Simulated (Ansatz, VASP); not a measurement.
# Two plane-wave programs on I

```
I
1.0
     0.00000    2.36560    3.90984
     2.19225    0.00000    3.90984
     2.19225    2.36560    0.00000
I
1
Direct
  0.00000 0.00000 0.00000
```

Alike in both runs: task relaxation of cell and atoms; functional LDA; k mesh 9 × 9 × 9; occupations fermi-dirac, width 0.05 eV; no spin polarisation.

```csv
,VASP,Ansatz
version,VASP 6.6.1,Ansatz 0.2.0
potentials or method,"VASP PAW LDA potentials, release 64 (I)",Ansatz PAW
plane-wave cutoff (eV),600,420
valence electrons in the cell,7,17
```

VASP gave:

```
gap on the k mesh at the Fermi level, each at its own relaxed structure (eV) : none
relaxed volume (Å³/atom)                                                     : 35.13
relaxed length of the cell vector where the two differ most in proportion (Å)              : 4.197
```

Problem. What did Ansatz give for the same quantities?

Solution. gap on the k mesh at the Fermi level, each at its own relaxed structure (eV): none; relaxed volume (Å³/atom): 35.14; relaxed length of the cell vector where the two differ most in proportion (Å): 4.204.

LDA's correlation is that of Perdew and Zunger in VASP and of Perdew and Wang (1992) in Ansatz. A gap of «none» marks a metal or a gap that the smearing closes. VASP's potentials hold 7 valence electrons a cell and Ansatz's 17, so a difference there can come from the potentials and not from the codes.

Neither program's run includes spin-orbit coupling. Noted on Ansatz's run: the plane-wave basis is chosen anew once the cell has moved, so the energies of steps on either side of that aren't comparable.
